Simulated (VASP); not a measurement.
# MnCu (P-6m2) in VASP: single point with PBE

Aim: the single point of MnCu with PBE.

Program: VASP 6.6.1. These are calculated values, not measurements. Logs are shortened: lines on timing, memory, paths and dates and some standing lists are left out, and cuts for length are marked.

## (1) The cell of the first run

It takes space group P-6m2 (No. 187, hexagonal). Conventional cell: a = 2.649 Å, b = 2.649 Å, c = 4.229 Å, α = 90.00°, β = 90.00°, γ = 120.00°. Mn (site symmetry -6m2) has 6 Cu at 2.61 Å and 6 Mn at 2.65 Å within 3.4 Å. Cu (site symmetry -6m2) has 6 Mn at 2.61 Å and 6 Cu at 2.65 Å within 3.4 Å.

## (2) Single point, PBE, collinear spin, ferromagnetic start

INCAR reads:

```
SYSTEM = MnCu
PREC     = Accurate       ! precision mode
ENCUT    = 600            ! plane-wave cutoff, eV
EDIFF    = 1E-6           ! SCF threshold, eV
ISMEAR   = 0              ! smearing method
SIGMA    = 0.1            ! smearing width, eV
LREAL    = .FALSE.        ! projectors in reciprocal space
LASPH    = .TRUE.         ! aspherical terms in the spheres
NELM     = 200            ! most SCF steps
ALGO     = Normal         ! electronic algorithm
ISIF     = 2              ! what is computed and relaxed
LWAVE    = .FALSE.        ! write WAVECAR
LCHARG   = .TRUE.         ! write CHGCAR
ISPIN    = 2              ! spin polarisation
MAGMOM   = 4 0            ! initial moments
LORBIT   = 11             ! projections on sites
LMAXMIX  = 4              ! l up to which the mixer works
GGA      = PE             ! functional
LELF     = .TRUE.         ! ELF
LVHAR    = .TRUE.       
NBANDS   = 23             ! bands
GGA_COMPAT= .FALSE.
```

KPOINTS reads:

```
Automatic mesh
0
G
  6 6 4
  0 0 0
```

POSCAR reads:

```
MnCu
1.0
    2.6485175400      0.0000000000      0.0000000000
   -1.3242587700      2.2936834700      0.0000000000
    0.0000000000      0.0000000000      4.2290020600
Mn Cu
1 1
Direct
    0.6666666700      0.3333333300      0.5000000000
    0.3333333300      0.6666666700      0.0000000000
```

Potentials or basis: VASP PAW PBE potentials, release 64 (Mn_pv, Cu).

Run with:

```console
$ cat potpaw_PBE.64/Mn_pv/POTCAR potpaw_PBE.64/Cu/POTCAR > POTCAR
$ mpirun -np 1 vasp_std > vasp.out
```

OUTCAR:

```text
SYSTEM = MnCu
   PREC = Accurate
   ENCUT = 600
   EDIFF = 1E-6
   ISMEAR = 0
   LREAL = .FALSE.
   LASPH = .TRUE.
   NELM = 200
   ISIF = 2
   ISPIN = 2
   LORBIT = 11
   GGA = PE

 ion  position               nearest neighbor table
   1  0.667  0.333  0.500-   2 2.61   2 2.61   2 2.61   2 2.61   2 2.61   2 2.61
   2  0.333  0.667  0.000-   1 2.61   1 2.61   1 2.61   1 2.61   1 2.61   1 2.61

  LATTYP: Found a hexagonal cell.
 ALAT       =     2.6485175400
 C/A-ratio  =     1.5967430822

  Lattice vectors:

 A1 = (   2.6485175400,   0.0000000000,   0.0000000000)
 A2 = (  -1.3242587700,   2.2936834700,   0.0000000000)
 A3 = (   0.0000000000,   0.0000000000,   4.2290020600)

Analysis of symmetry for initial positions (statically):
=====================================================================
 Subroutine PRICEL returns:
 Original cell was already a primitive cell.

 Routine SETGRP: Setting up the symmetry group for a
 hexagonal supercell.

 Subroutine GETGRP returns: Found 12 space group operations
 (whereof 12 operations were pure point group operations)
 out of a pool of 24 trial point group operations.

The static configuration has the point symmetry D_3h.

Analysis of symmetry for dynamics (positions and initial velocities):
=====================================================================
 Subroutine PRICEL returns:
 Original cell was already a primitive cell.

 Routine SETGRP: Setting up the symmetry group for a
 hexagonal supercell.

 Subroutine GETGRP returns: Found 12 space group operations
 (whereof 12 operations were pure point group operations)
 out of a pool of 24 trial point group operations.

The dynamic configuration has the point symmetry D_3h.

Analysis of structural, dynamic, and magnetic symmetry:
=====================================================================
 Subroutine PRICEL returns:
 Original cell was already a primitive cell.

 Routine SETGRP: Setting up the symmetry group for a
 hexagonal supercell.

 Subroutine GETGRP returns: Found 12 space group operations
 (whereof 12 operations were pure point group operations)
 out of a pool of 24 trial point group operations.

The overall configuration has the point symmetry D_3h.

 Subroutine INISYM returns: Found 12 space group operations
 (whereof 12 operations are pure point group operations),
 and found     1 'primitive' translations

----------------------------------------------------------------------------------------

                                     Primitive cell

  volume of cell :      25.6906

  direct lattice vectors                    reciprocal lattice vectors
     2.648517540  0.000000000  0.000000000     0.377569710  0.217989974  0.000000000
    -1.324258770  2.293683470  0.000000000     0.000000000  0.435979948  0.000000000
     0.000000000  0.000000000  4.229002060     0.000000000  0.000000000  0.236462406

  length of vectors
     2.648517540  2.648517538  4.229002060     0.435979948  0.435979948  0.236462406

  position of ions in fractional coordinates (direct lattice)
     0.666666670  0.333333330  0.500000000
     0.333333330  0.666666670  0.000000000

  ion indices of the primitive-cell ions
   primitive index   ion index
                 1           1
                 2           2

----------------------------------------------------------------------------------------

 KPOINTS: Automatic mesh

Automatic generation of k-mesh.
 Grid dimensions read from file:
 generate k-points for:    6    6    4

 Generating k-lattice:

  Cartesian coordinates                     Fractional coordinates (reciprocal lattice)
     0.062928285  0.036331662  0.000000000     0.166666667  0.000000000  0.000000000
     0.000000000  0.072663325  0.000000000     0.000000000  0.166666667  0.000000000
     0.000000000  0.000000000  0.059115601     0.000000000  0.000000000  0.250000000

  Length of vectors
     0.072663325  0.072663325  0.059115601

  Shift w.r.t. Gamma in fractional coordinates (k-lattice)
     0.000000000  0.000000000  0.000000000

 Subroutine IBZKPT returns following result:
 ===========================================

 Found     21 irreducible k-points:

 Following reciprocal coordinates:
            Coordinates               Weight
  0.000000  0.000000  0.000000      1.000000
  0.166667  0.000000  0.000000      6.000000
  0.333333  0.000000  0.000000      6.000000
  0.500000  0.000000  0.000000      3.000000
  0.166667  0.166667  0.000000      6.000000
  0.333333  0.166667  0.000000     12.000000
[... 13 lines left out ...]
  0.333333  0.166667  0.500000     12.000000
  0.333333  0.333333  0.500000      2.000000
   k-points           NKPTS =     21   k-points in BZ     NKDIM =     21   number of bands    NBANDS=     23
   number of dos      NEDOS =    301   number of ions     NIONS =      2
   total plane-waves  NPLWV =  20736
   dimension x,y,z NGX =    24 NGY =   24 NGZ =   36
   dimension x,y,z NGXF=    48 NGYF=   48 NGZF=   72
   ions per type =               1   1
   NGX,Y,Z   is equivalent  to a cutoff of  15.06, 15.06, 14.15 a.u.
   NGXF,Y,Z  is equivalent  to a cutoff of  30.13, 30.13, 28.30 a.u.
 SYSTEM =  MnCu
   PREC   = accura    normal or accurate (medium, high low for compatibility)
   ISTART =      0    job   : 0-new  1-cont  2-samecut
   ICHARG =      2    charge: 1-file 2-atom 10-const
   ISPIN  =      2    spin polarized calculation?
   LNONCOLLINEAR =      F non collinear calculations
   LSORBIT =      F    spin-orbit coupling
   LASPH  =      T    aspherical Exc in radial PAW
   ENCUT  =  600.0 eV  44.10 Ry    6.64 a.u.   5.29  5.29  8.45*2*pi/ulx,y,z
   NELM   =    200;   NELMIN=  2; NELMDL= -5     # of ELM steps
   EDIFF  = 0.1E-05   stopping-criterion for ELM
   LREAL  =      F    real-space projection
   EDIFFG = 0.1E-04   stopping-criterion for IOM
   NSW    =      0    number of steps for IOM
   IBRION =     -1    ionic relax: 0-MD 1-quasi-New 2-CG
   NFREE  =      0    steps in history (QN), initial steepest desc. (CG)
   ISIF   =      2    stress and relaxation
   ISYM   =      2    0-nonsym 1-usesym 2-fastsym
   POTIM  = 0.5000    time-step for ionic-motion
   TEBEG  =    0.0;   TEEND  =   0.0 temperature during run
   PSTRESS=    0.0 pullay stress
   NELECT =      24.0000    total number of electrons
   NUPDOWN=      -1.0000    fix difference up-down
   EMIN   =  10.00;   EMAX   =-10.00  energy-range for DOS
   EFERMI =   0.00;   METHOD = LEGACY
   ISMEAR =     0;   SIGMA  =   0.10  broadening in eV -4-tet -1-fermi 0-gaus
   EFERMI_NEDOS =   21; number of points for ismear=-14 and -15
   IALGO  =     38    algorithm
   IMIX   =      4    mixing-type and parameters
     AMIX     =   0.40;   BMIX     =  1.00
     AMIX_MAG =   1.60;   BMIX_MAG =  1.00
  volume/ion in A,a.u.               =      12.85        86.68
  Fermi-wavevector in a.u.,A,eV,Ry     =   1.600370  3.024261 34.847041  2.561185
  Thomas-Fermi vector in A             =   2.697517
   LORBIT       =     11    0 simple, 1 ext, 2 COOP (PROOUT), +10 PAW based schemes
   GGA     = PE    functional components
   LHFCALC =     F    Hartree Fock is set to
   AEXX    =    0.0000 exact exchange contribution
   IVDW    =     0    specifies the selected vdW correction
   LEPSILON=     F    determine dielectric tensor
   LRPA    =     F    only Hartree local field effects (RPA)
 spin polarized calculation
 Gauss-broadening in eV      SIGMA  =   0.10
  energy-cutoff  :      600.00
  volume of cell :       25.69
 maximum number of plane-waves:       868
 NGX is ok and might be reduce to    24
   NGX = 11   NGY = 11   NGZ = 17

 number of electron      24.0000002 magnetization       3.1998348

 Free energy of the ion-electron system (eV)
  ---------------------------------------------------
  ext. energy  EPLUGINS =         0.00000000
  ---------------------------------------------------
  free energy    TOTEN  =       -12.14417668 eV

  energy without entropy =      -12.13252463  energy(sigma->0) =      -12.13835066

 E-fermi :   7.7407     XC(G=0): -12.5656

 val. band max:        7.7388964007   @ k =   0.0000   0.0000   0.2500
 cond. band min:       7.7410747503   @ k =   0.0000   0.0000   0.5000
 fundamental gap:      0.0021783497
 Fermi energy:         7.7406897313

 spin component 1

 k-point     1 :       0.0000    0.0000    0.0000
  band No.  band energies     occupation
      1     -41.4951      1.00000
      2     -41.2183      1.00000
      3     -41.2183      1.00000
      4      -0.9130      1.00000
      5       2.8808      1.00000
      6       4.7447      1.00000
[... 15 lines left out ...]
     22      30.1427      0.00000
     23      30.5487      0.00000
[... 496 lines left out ...]
  band No.  band energies     occupation
      1     -41.4503      1.00000
      2     -41.4218      1.00000
      3     -41.4216      1.00000
      4       3.9177      1.00000
      5       3.9561      1.00000
      6       4.0503      1.00000
[... 15 lines left out ...]
     22      28.7175      0.00000
     23      28.8562      0.00000
 Fermi energy:         7.7406897313

 spin component 2

 k-point     1 :       0.0000    0.0000    0.0000
  band No.  band energies     occupation
      1     -38.1388      1.00000
      2     -38.0903      1.00000
      3     -38.0903      1.00000
      4      -0.6458      1.00000
      5       3.4472      1.00000
      6       4.8603      1.00000
[... 15 lines left out ...]
     22      30.4832      0.00000
     23      30.7824      0.00000
[... 497 lines left out ...]
      1     -38.3174      1.00000
      2     -38.3151      1.00000
      3     -38.0866      1.00000
      4       4.3122      1.00000
      5       4.3565      1.00000
      6       4.4715      1.00000
[... 15 lines left out ...]
     22      29.3857      0.00000
     23      29.5677      0.00000

------------------------ aborting loop because EDIFF is reached ----------------------------------------

  FORCE on cell =-STRESS in cart. coord.  units (eV):
  Direction    XX          YY          ZZ          XY          YZ          ZX
  --------------------------------------------------------------------------------------
  -------------------------------------------------------------------------------------
  Total       -0.4939673     -0.4939673      0.4395392      0.0000000     -0.0000000      0.0000000
  in kB      -30.8059450    -30.8059450     27.4115729      0.0000000     -0.0000000      0.0000000
  external PRESSURE =     -11.4001057 kB  Pullay stress =       0.0000000 kB

 VOLUME and BASIS-vectors are now :
 -----------------------------------------------------------------------------
  energy-cutoff  :      600.00
  volume of cell :       25.69
      direct lattice vectors                 reciprocal lattice vectors
     2.648517540  0.000000000  0.000000000     0.377569710  0.217989974  0.000000000
    -1.324258770  2.293683470  0.000000000     0.000000000  0.435979948  0.000000000
     0.000000000  0.000000000  4.229002060     0.000000000  0.000000000  0.236462406

 POSITION                                       TOTAL-FORCE (eV/Angst)
 -----------------------------------------------------------------------------------
      1.32426      0.76456      2.11450        -0.000000      0.000000      0.000000
     -0.00000      1.52912      0.00000         0.000000     -0.000000      0.000000
 -----------------------------------------------------------------------------------
    total drift:                               -0.000006      0.000003      0.000000

  FREE ENERGIE OF THE ION-ELECTRON SYSTEM (eV)
  ---------------------------------------------------
  free  energy   TOTEN  =       -12.1441766848 eV

  energy  without entropy=      -12.1325246264  energy(sigma->0) =      -12.13835066

 total charge

# of ion       s       p       d       tot
------------------------------------------
    1        0.349   6.251   5.045  11.644
    2        0.458   0.390   9.137   9.985
--------------------------------------------------
tot          0.806   6.640  14.182  21.629

 magnetization (x)

# of ion       s       p       d       tot
------------------------------------------
    1        0.008   0.025   2.986   3.019
    2       -0.024  -0.027   0.144   0.093
--------------------------------------------------
tot         -0.016  -0.002   3.130   3.112
```

It took 14 s on 1 thread of Intel Xeon 6975P-C (Granite Rapids), shared host; peak memory 0.17 GiB.

What came out:

* Free energy: -12.1442 eV
* Pressure: -1.1 GPa
* Net moment: 3.20 μB per cell
* Site moments: Mn +3.02; Cu +0.09 μB
* Valence electrons inside the program's atomic spheres: Mn 11.64; Cu 9.98

Levels at points of the mesh, in eV from the Fermi level:
Spin up:
```tsv
k point	band 11	band 12	band 13	band 14	band 15	band 16	band 17	band 18
(0.00, 0.00, 0.00)	-1.80	-1.80	-0.63	-0.63	-0.51	4.97	19.04	20.54
(0.50, 0.00, 0.00)	-1.92	-0.67	0.13	0.30	2.49	7.96	8.29	10.98
(0.00, 0.00, 0.50)	-2.49	-1.55	-1.55	-0.67	-0.67	12.54	13.50	19.18
(0.50, 0.00, 0.50)	-1.18	-0.86	0.13	0.59	1.02	4.90	6.29	15.07
```
Spin down:
```csv
k point,band 7,band 8,band 9,band 10,band 11,band 12,band 13,band 14
"(0.00, 0.00, 0.00)",-2.88,-2.34,-2.34,-0.99,-0.22,0.86,0.86,2.38
"(0.50, 0.00, 0.00)",-2.66,-2.15,-1.79,-0.62,-0.42,0.98,2.12,3.10
"(0.00, 0.00, 0.50)",-2.91,-2.91,-2.37,-2.37,0.00,0.97,0.97,2.36
"(0.50, 0.00, 0.50)",-2.53,-1.79,-1.57,-1.04,0.98,1.11,1.72,2.34
```

Caveat: the k points lie up to 0.46 Å⁻¹ apart.
